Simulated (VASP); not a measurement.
# BaTiO3 (P4mm) in VASP: electric field gradients with PBE

Aim: the electric field gradients of BaTiO3 with PBE.

Everything below comes from runs of VASP 6.6.1. Logs are shortened: lines on timing, memory, paths and dates and some standing lists are left out, and cuts for length are marked.

**1. The cell of the first run**

Symmetry: P4mm, No. 99, tetragonal system. Conventional cell: a = 4.000 Å, b = 4.000 Å, c = 4.018 Å, α = 90.00°, β = 90.00°, γ = 90.00°. Within 3.7 Å of Ba (site symmetry 4mm) lie 12 O at 2.79 to 2.88 Å and 8 Ti at 3.43 to 3.51 Å. Ti (site symmetry 4mm) has 6 O at 1.87 to 2.15 Å within 2.5 Å. O (site symmetry 4mm) has 2 Ti at 1.87 to 2.15 Å within 2.5 Å. O (site symmetry 2mm) has 2 Ti at 2.00 Å and 4 Ba at 2.79 to 2.88 Å and 8 O at 2.83 to 2.84 Å within 2.9 Å.

**2. Electric field gradients, PBE**

Contents of INCAR:

```
PREC = Accurate
ENCUT = 1000
EDIFF = 1E-8
ISMEAR = -1
SIGMA = 0.02
LREAL = False
LASPH = True
NELM = 120
ALGO = Normal
ISIF = 2
LWAVE = False
LCHARG = False
GGA = PE
LEFG = True
NBANDS = 28
GGA_COMPAT = False
```

Contents of KPOINTS:

```
regular mesh
0
Gamma
  8 8 8
```

Contents of POSCAR:

```
BaTiO3
1.0
    3.9998000000      0.0000000000      0.0000000000
    0.0000000000      3.9998000000      0.0000000000
    0.0000000000      0.0000000000      4.0180000000
Ba Ti O
1 1 3
Direct
    0.0000000000      0.0000000000      0.0000000000
    0.5000000000      0.5000000000      0.4820000000
    0.5000000000      0.5000000000      0.0160000000
    0.5000000000      0.0000000000      0.5150000000
    0.0000000000      0.5000000000      0.5150000000
```

Potentials or basis: VASP PAW PBE potentials, release 64 (Ba_sv, Ti_sv, O_h).

The run is started by

```bash
cat potpaw_PBE.64/Ba_sv/POTCAR potpaw_PBE.64/Ti_sv/POTCAR potpaw_PBE.64/O_h/POTCAR > POTCAR
mpirun -np 1 vasp_std > vasp.out
```

OUTCAR:

```text
PREC = Accurate
   ENCUT = 1000
   EDIFF = 1E-8
   ISMEAR = -1
   LREAL = False
   LASPH = True
   NELM = 120
   ISIF = 2
   GGA = PE

 ion  position               nearest neighbor table
   1  0.000  0.000  0.000-   4 2.79   5 2.79   5 2.79   4 2.79   3 2.83   3 2.83   3 2.83   3 2.83
                             4 2.88   5 2.88   5 2.88   4 2.88   2 3.43   2 3.43   2 3.43   2 3.43
   2  0.500  0.500  0.482-   3 1.87   4 2.00   5 2.00   4 2.00   5 2.00   3 2.15   1 3.43   1 3.43
                             1 3.43   1 3.43   1 3.51   1 3.51   1 3.51   1 3.51
   3  0.500  0.500  0.016-   2 1.87   2 2.15   1 2.83   1 2.83   1 2.83   1 2.83
   4  0.500  0.000  0.515-   2 2.00   2 2.00   1 2.79   1 2.79   1 2.88   1 2.88
   5  0.000  0.500  0.515-   2 2.00   2 2.00   1 2.79   1 2.79   1 2.88   1 2.88

  LATTYP: Found a simple tetragonal cell.
 ALAT       =     3.9998000000
 C/A-ratio  =     1.0045502275

  Lattice vectors:

 A1 = (   3.9998000000,   0.0000000000,   0.0000000000)
 A2 = (   0.0000000000,   3.9998000000,   0.0000000000)
 A3 = (   0.0000000000,   0.0000000000,   4.0180000000)

Analysis of symmetry for initial positions (statically):
=====================================================================
 Subroutine PRICEL returns:
 Original cell was already a primitive cell.

 Routine SETGRP: Setting up the symmetry group for a
 simple tetragonal supercell.

 Subroutine GETGRP returns: Found  8 space group operations
 (whereof  8 operations were pure point group operations)
 out of a pool of 16 trial point group operations.

The static configuration has the point symmetry C_4v.

Analysis of symmetry for dynamics (positions and initial velocities):
=====================================================================
 Subroutine PRICEL returns:
 Original cell was already a primitive cell.

 Routine SETGRP: Setting up the symmetry group for a
 simple tetragonal supercell.

 Subroutine GETGRP returns: Found  8 space group operations
 (whereof  8 operations were pure point group operations)
 out of a pool of 16 trial point group operations.

The dynamic configuration has the point symmetry C_4v.

 Subroutine INISYM returns: Found  8 space group operations
 (whereof  8 operations are pure point group operations),
 and found     1 'primitive' translations

----------------------------------------------------------------------------------------

                                     Primitive cell

  volume of cell :      64.2816

  direct lattice vectors                    reciprocal lattice vectors
     3.999800000  0.000000000  0.000000000     0.250012501  0.000000000  0.000000000
     0.000000000  3.999800000  0.000000000     0.000000000  0.250012501  0.000000000
     0.000000000  0.000000000  4.018000000     0.000000000  0.000000000  0.248880040

  length of vectors
     3.999800000  3.999800000  4.018000000     0.250012501  0.250012501  0.248880040

  position of ions in fractional coordinates (direct lattice)
     0.000000000  0.000000000  0.000000000
     0.500000000  0.500000000  0.482000000
     0.500000000  0.500000000  0.016000000
     0.500000000  0.000000000  0.515000000
     0.000000000  0.500000000  0.515000000

  ion indices of the primitive-cell ions
   primitive index   ion index
                 1           1
                 2           2
                 3           3
                 4           4
                 5           5

----------------------------------------------------------------------------------------

 KPOINTS: regular mesh

Automatic generation of k-mesh.
 Grid dimensions read from file:
[... 52 lines left out ...]
   ions per type =               1   1   3
   NGX,Y,Z   is equivalent  to a cutoff of  17.46, 17.46, 17.38 a.u.
   NGXF,Y,Z  is equivalent  to a cutoff of  34.91, 34.91, 34.76 a.u.
 SYSTEM =  unknown system
   PREC   = accura    normal or accurate (medium, high low for compatibility)
   ISTART =      0    job   : 0-new  1-cont  2-samecut
   ICHARG =      2    charge: 1-file 2-atom 10-const
   ISPIN  =      1    spin polarized calculation?
   LNONCOLLINEAR =      F non collinear calculations
   LSORBIT =      F    spin-orbit coupling
   LASPH  =      T    aspherical Exc in radial PAW
   ENCUT  = 1000.0 eV  73.50 Ry    8.57 a.u.  10.31 10.31 10.36*2*pi/ulx,y,z
   NELM   =    120;   NELMIN=  2; NELMDL= -5     # of ELM steps
   EDIFF  = 0.1E-07   stopping-criterion for ELM
   LREAL  =      F    real-space projection
   EDIFFG = 0.1E-06   stopping-criterion for IOM
   NSW    =      0    number of steps for IOM
   IBRION =     -1    ionic relax: 0-MD 1-quasi-New 2-CG
   NFREE  =      0    steps in history (QN), initial steepest desc. (CG)
   ISIF   =      2    stress and relaxation
   ISYM   =      2    0-nonsym 1-usesym 2-fastsym
   POTIM  = 0.5000    time-step for ionic-motion
   TEBEG  =    0.0;   TEEND  =   0.0 temperature during run
   PSTRESS=    0.0 pullay stress
   NELECT =      40.0000    total number of electrons
   NUPDOWN=      -1.0000    fix difference up-down
   EMIN   =  10.00;   EMAX   =-10.00  energy-range for DOS
   EFERMI =   0.00;   METHOD = LEGACY
   ISMEAR =    -1;   SIGMA  =   0.02  broadening in eV -4-tet -1-fermi 0-gaus
   EFERMI_NEDOS =   21; number of points for ismear=-14 and -15
   IALGO  =     38    algorithm
   IMIX   =      4    mixing-type and parameters
     AMIX     =   0.40;   BMIX     =  1.00
     AMIX_MAG =   1.60;   BMIX_MAG =  1.00
  volume/ion in A,a.u.               =      12.86        86.76
  Fermi-wavevector in a.u.,A,eV,Ry     =   1.397653  2.641181 26.578078  1.953434
  Thomas-Fermi vector in A             =   2.520888
   LORBIT       =      0    0 simple, 1 ext, 2 COOP (PROOUT), +10 PAW based schemes
   GGA     = PE    functional components
   LHFCALC =     F    Hartree Fock is set to
   AEXX    =    0.0000 exact exchange contribution
   IVDW    =     0    specifies the selected vdW correction
   LEPSILON=     F    determine dielectric tensor
   LRPA    =     F    only Hartree local field effects (RPA)
 non-spin polarized calculation
  energy-cutoff  :     1000.00
  volume of cell :       64.28
 maximum number of plane-waves:      4672
 NGX is ok and might be reduce to    42
   NGX = 21   NGY = 21   NGZ = 21

 number of electron      39.9999995 magnetization

 Free energy of the ion-electron system (eV)
  ---------------------------------------------------
  ext. energy  EPLUGINS =         0.00000000
  ---------------------------------------------------
  free energy    TOTEN  =       -40.00886426 eV

  energy without entropy =      -40.00886426  energy(sigma->0) =      -40.00886426

 E-fermi :   4.6930     XC(G=0): -11.2448

 val. band max:        4.2206858011   @ k =   0.5000   0.5000   0.5000
 cond. band min:       5.9980668117   @ k =   0.0000   0.0000   0.0000
 fundamental gap:      1.7773810106
 Fermi energy:         4.6930355252

 k-point     1 :       0.0000    0.0000    0.0000
  band No.  band energies     occupation
      1     -52.3679      2.00000
      2     -28.6213      2.00000
      3     -28.5788      2.00000
      4     -28.5788      2.00000
      5     -20.6589      2.00000
      6     -12.7187      2.00000
[... 733 lines left out ...]
     27      12.0860      0.00000
     28      12.9656      0.00000

 [... further k-points ...]

------------------------ aborting loop because EDIFF is reached ----------------------------------------

  FORCE on cell =-STRESS in cart. coord.  units (eV):
  Direction    XX          YY          ZZ          XY          YZ          ZX
  --------------------------------------------------------------------------------------
  -------------------------------------------------------------------------------------
  Total        1.6029302      1.6029302      2.2057339      0.0000000      0.0000000      0.0000000
  in kB       39.9520167     39.9520167     54.9765167      0.0000000      0.0000000      0.0000000
  external PRESSURE =      44.9601833 kB  Pullay stress =       0.0000000 kB

 VOLUME and BASIS-vectors are now :
 -----------------------------------------------------------------------------
  energy-cutoff  :     1000.00
  volume of cell :       64.28
      direct lattice vectors                 reciprocal lattice vectors
     3.999800000  0.000000000  0.000000000     0.250012501  0.000000000  0.000000000
     0.000000000  3.999800000  0.000000000     0.000000000  0.250012501  0.000000000
     0.000000000  0.000000000  4.018000000     0.000000000  0.000000000  0.248880040

 POSITION                                       TOTAL-FORCE (eV/Angst)
 -----------------------------------------------------------------------------------
      0.00000      0.00000      0.00000         0.000000      0.000000     -0.067032
      1.99990      1.99990      1.93668         0.000000     -0.000000      0.056149
      1.99990      1.99990      0.06429         0.000000      0.000000      0.325825
      1.99990      0.00000      2.06927         0.000000      0.000000     -0.157471
      0.00000      1.99990      2.06927        -0.000000      0.000000     -0.157471
 -----------------------------------------------------------------------------------
    total drift:                                0.000000     -0.000000      0.003240

  FREE ENERGIE OF THE ION-ELECTRON SYSTEM (eV)
  ---------------------------------------------------
  free  energy   TOTEN  =       -40.0088642588 eV

  energy  without entropy=      -40.0088642588  energy(sigma->0) =      -40.00886426

 Electric field gradients (V/A^2)
---------------------------------------------------------------------
 ion       V_xx      V_yy      V_zz      V_xy      V_xz      V_yz
---------------------------------------------------------------------
   1       2.226     2.226    -4.451     0.000    -0.000    -0.000
   2       0.945     0.945    -1.890    -0.000    -0.000    -0.000
   3      -8.258    -8.258    16.516     0.000    -0.000     0.000
   4     -13.234    27.453   -14.219     0.000     0.000    -0.000
   5      27.453   -13.234   -14.219    -0.000    -0.000    -0.000
---------------------------------------------------------------------

 Electric field gradients after diagonalization (V/A^2)
 (convention: |V_zz| > |V_xx| > |V_yy|)
----------------------------------------------------------------------
 ion       V_xx      V_yy      V_zz     asymmetry (V_yy - V_xx)/ V_zz
----------------------------------------------------------------------
   1       2.226     2.226    -4.451       0.000
   2       0.945     0.945    -1.890       0.000
   3      -8.258    -8.258    16.516       0.000
   4     -14.219   -13.234    27.453       0.036
   5     -14.219   -13.234    27.453       0.036
----------------------------------------------------------------------

           NMR quadrupolar parameters

 Cq : quadrupolar parameter    Cq=e*Q*V_zz/h
 eta: asymmetry parameters     (V_yy - V_xx)/ V_zz
 Q  : nuclear electric quadrupole moment in mb (millibarn)
----------------------------------------------------------------------
 ion       Cq(MHz)       eta       Q (mb)
----------------------------------------------------------------------
   1      -0.011       0.000       1.000
   2      -0.005       0.000       1.000
   3       0.040       0.000       1.000
   4       0.066       0.036       1.000
   5       0.066       0.036       1.000
----------------------------------------------------------------------
```

Run time: 10 min. Hardware: 1 thread of AMD EPYC 7R43 (Zen 3), shared host; peak memory 0.47 GiB.

What came out:

- Free energy: -40.0089 eV
- Pressure: 4.5 GPa
- Largest force: 0.326 eV/Å
- Band gap on the k mesh: 1.78 eV (least direct gap 2.11 eV)
- Largest electric field gradient by atom: Ba -4.5; Ti -1.9; O +16.5, +27.5 (each value once) V/Å²

Forces in eV/Å, atoms in the order of the input:
```
Ba   0.000  0.000 -0.067
Ti   0.000  0.000  0.056
O    0.000  0.000  0.326
O    0.000  0.000 -0.157
O    0.000  0.000 -0.157
```

Electric field gradients, principal values (V/Å²):
| atom | least | middle | greatest (by size) |
| --- | --- | --- | --- |
| 1 Ba | 2.226 | 2.226 | -4.451 |
| 2 Ti | 0.945 | 0.945 | -1.890 |
| 3 O | -8.258 | -8.258 | 16.516 |
| 4 O | -13.234 | -14.219 | 27.453 |
| 5 O | -13.234 | -14.219 | 27.453 |

Caveat: the cell stands under pressure; without QUAD_EFG the Cq values of the log hold for a quadrupole moment of 1 mb, not for the nuclei; spin-orbit coupling is left out, which moves the levels of the heavy elements.
